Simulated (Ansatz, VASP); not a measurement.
**C: VASP beside Ansatz**

INCAR

```
SYSTEM = C
ALGO     = Normal         ! electronic algorithm
EDIFF    = 1E-6           ! SCF threshold, eV
ENCUT    = 520            ! plane-wave cutoff, eV
GGA      = PS             ! functional
ISIF     = 2              ! what is computed and relaxed
ISMEAR   = 0              ! smearing method
LASPH    = .True.         ! aspherical terms in the spheres
LCHARG   = .True.         ! write CHGCAR
LELF     = .True.         ! ELF
LREAL    = .False.        ! projectors in reciprocal space
LVHAR    = .True.       
LWAVE    = .False.        ! write WAVECAR
NBANDS   = 16             ! bands
NELM     = 100            ! most SCF steps
PREC     = Accurate       ! precision mode
SIGMA    = 0.1            ! smearing width, eV
```

Contents of KPOINTS:

```
k-points
0
Gamma
  18 18 6
  0 0 0
```

File POSCAR:

```
C
1.0
    1.2280479700     -2.1270618200      0.0000000000
    1.2280479700      2.1270618200      0.0000000000
    0.0000000000      0.0000000000      7.1732677600
C
4
Direct
    0.0833794600      0.9166205400      0.7531376000
    0.5833794600      0.4166205400      0.2468624000
    0.9166205400      0.0833794600      0.2468624000
    0.4166205400      0.5833794600      0.7531376000
```

Input for Ansatz:

```yaml
crystal:
  lattice:
    - [1.22804797, -2.12706182, 0.0]
    - [1.22804797, 2.12706182, 0.0]
    - [0.0, 0.0, 7.17326776]
  atoms:
    - { symbol: C, position: [0.08337946, 0.91662054, 0.7531376] }
    - { symbol: C, position: [0.58337946, 0.41662054, 0.2468624] }
    - { symbol: C, position: [0.91662054, 0.08337946, 0.2468624] }
    - { symbol: C, position: [0.41662054, 0.58337946, 0.7531376] }
basis:
  ecutwfc: 420
kpoints:
  mp_grid: { grid: [18, 18, 6] }
hamiltonian:
  xc: pbesol
scf:
  occupations: { method: gaussian, width: 0.1 }
output:
  forces: true
  stress: true
  eigenvalues: true
```

Alike in both runs: task single point; functional PBEsol; k mesh 18 × 18 × 6; occupations gaussian, width 0.1 eV; no spin polarisation.

|  | VASP | Ansatz |
| --- | --- | --- |
| version | VASP 6.6.1 | Ansatz 0.2.0 |
| potentials or method | VASP PAW PBE potentials, release 64 (C), cutoff 520 eV | scalar-relativistic, plane waves, PAW |
| valence electrons in the cell | 16 | 16 |

|  | VASP | Ansatz | Ansatz less VASP |
| --- | --- | --- | --- |
| gap on the k mesh at the Fermi level (eV) | 0.02 | 0.02 | 0.000 |
| least direct gap on the mesh (eV) | 0.02 | 0.02 | 0.000 |
| pressure (GPa) | 1.6 | 1.0 | -0.63 |
| traceless stress, the component that is largest in VASP (GPa) | -1.40 | -0.69 | +0.707 |
| rms of the force components (eV/Å) | 0.015 | 0.015 | -0.0001 |

VASP's potentials were made for PBE, not for PBEsol. Atom by atom the forces differ by 0.000 eV/Å (rms over components).
